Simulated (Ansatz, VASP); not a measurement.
## Pt in VASP and in Ansatz

```
CELL_PARAMETERS angstrom
2.71919 0.00000 0.00000
1.35960 2.35489 0.00000
0.00000 0.00000 28.32127
ATOMIC_POSITIONS crystal
Pt 0.00000 0.00000 0.24698
Pt 0.33333 0.33333 0.33177
Pt 0.66667 0.66667 0.41589
Pt 0.00000 0.00000 0.50000
Pt 0.33333 0.33333 0.58411
Pt 0.66667 0.66667 0.66823
Pt 0.00000 0.00000 0.75302
```

Alike in both runs: functional PBE; k mesh 16 × 16 × 1; occupations gaussian, width 0.1 eV; no spin polarisation.

Ansatz relaxed the structure, and its values are those at the end. VASP's run is a single point on that final structure, the one shown.

```csv
,VASP,Ansatz
version,VASP 6.6.1,Ansatz 0.2.0
potentials or method,"VASP PAW PBE potentials, release 64 (Pt)","scalar-relativistic, plane waves, PAW"
plane-wave cutoff (eV),520,420
valence electrons in the cell,70,126
```

|  | VASP | Ansatz | Ansatz less VASP |
| --- | --- | --- | --- |
| gap on the k mesh at the Fermi level (eV) | none | none | - |
| rms of the force components (eV/Å) | 0.007 | 0.000 | -0.0065 |

A gap of «none» marks a metal or a gap that the smearing closes. VASP's potentials hold 70 valence electrons a cell and Ansatz's 126, so a difference there can come from the potentials and not from the codes. Ansatz's warnings: xc potential rough in thin density.

Spin-orbit coupling is off throughout.
